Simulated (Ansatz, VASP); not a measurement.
## Cd3CuO in VASP and in Ansatz

```
CELL_PARAMETERS angstrom
3.15098 0.00000 0.00000
0.00000 3.15098 0.00000
0.00000 0.00000 10.03130
ATOMIC_POSITIONS crystal
Cd 0.50000 0.50000 0.50000
Cd 0.50000 0.50000 0.16474
Cd 0.50000 0.50000 0.83526
Cu 0.00000 0.00000 0.00000
O 0.00000 0.00000 0.50000
```

Alike in both runs: functional PBE; k mesh 10 × 10 × 4; occupations gaussian, width 0.1 eV; no spin polarisation.

Ansatz relaxed the structure, and its values are those at the end. VASP's run is a single point on that final structure, the one shown.

|  | VASP | Ansatz |
| --- | --- | --- |
| version | VASP 6.6.1 | Ansatz 0.2.0 |
| potentials or method | VASP PAW PBE potentials, release 64 (Cd, Cu, O), cutoff 520 eV | scalar-relativistic, plane waves, PAW |
| valence electrons in the cell | 53 | 85 |

```csv
,VASP,Ansatz,Ansatz less VASP
gap on the k mesh at the Fermi level (eV),none,none,-
pressure (GPa),0.7,0.0,-0.66
rms of the force components (eV/Å),0.013,0.000,-0.0126
```

A gap of «none» marks a metal or a gap that the smearing closes. VASP's potentials hold 53 valence electrons a cell and Ansatz's 85, so a difference there can come from the potentials and not from the codes.
